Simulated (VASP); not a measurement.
CuI (zincblende type): relaxation of cell and atoms with LDA

CuI (zincblende type):

```xyz
2
Lattice="0.0000 2.9427 2.9427 2.9427 0.0000 2.9427 2.9427 2.9427 0.0000" Properties=species:S:1:pos:R:3 pbc="T T T"
Cu    0.0000    0.0000    0.0000
I     1.4714    1.4714    1.4714
```

```json
{"Program": "VASP 6.6.1", "Task": "relaxation of cell and atoms", "Functional": "LDA", "Potentials or basis": "VASP PAW LDA potentials, release 64 (Cu, I)", "Cutoff": "600 eV", "k mesh": "11 × 11 × 11", "Occupations": "fermi-dirac, width 0.08 eV", "Spin": "no spin polarisation", "Target pressure": "-0.65 GPa", "Dipole correction": "no", "Further INCAR settings": "ALGO = Normal; EDIFF = 1e-07; IBRION = 2; EDIFFG = -0.005; NSW = 32; ISIF = 3"}
```

```
Relaxed volume                                             : 25.55 Å³/atom
Relaxed cell                                               : a = 4.165 Å, b = 4.165 Å, c = 4.165 Å, α = 60.00°, β = 60.00°, γ = 60.00°
Space group after relaxing (to 0.1 Å)                      : F-43m (No. 216)
Energy change on relaxing (the run minimises the enthalpy) : +0.2 meV/atom
Ionic steps                                                : 2
Pressure after relaxing                                    : -0.7 GPa
Band gap on the k mesh                                     : 1.24 eV
```

The path:
| step | energy change (eV) | largest force (eV/Å) | pressure (GPa) | volume (Å³) |
| --- | --- | --- | --- | --- |
| 1 | 0.0000 | 0.0000 | -0.54 | 50.97 |
| 2 | 0.0005 | 0.0000 | -0.68 | 51.09 |

Final structure:
```
Cu I
1.0
     0.00000    2.94516    2.94516
     2.94516    0.00000    2.94516
     2.94516    2.94516    0.00000
Cu I
1 1
Cartesian
  2.9452 2.9452 0.0000
  1.4726 1.4726 1.4726
```

Levels at points of the mesh, in eV from the valence-band top:
```
           k point  band 6  band 7  band 8  band 9  band 10  band 11  band 12  band 13
(0.00, 0.00, 0.00)   -2.31    0.00    0.00    0.00     1.24     4.77     4.77     4.77
```

Run time: 3.8 min on 1 thread of AMD EPYC 7R13 (shared host), peak memory 0.18 GiB.

Caveat: the cell is relaxed towards a set pressure, so the run minimises the enthalpy, not the energy; spin-orbit coupling is left out, which moves the levels of the heavy elements; an odd mesh through Γ misses points on the zone boundary, where band edges can lie.
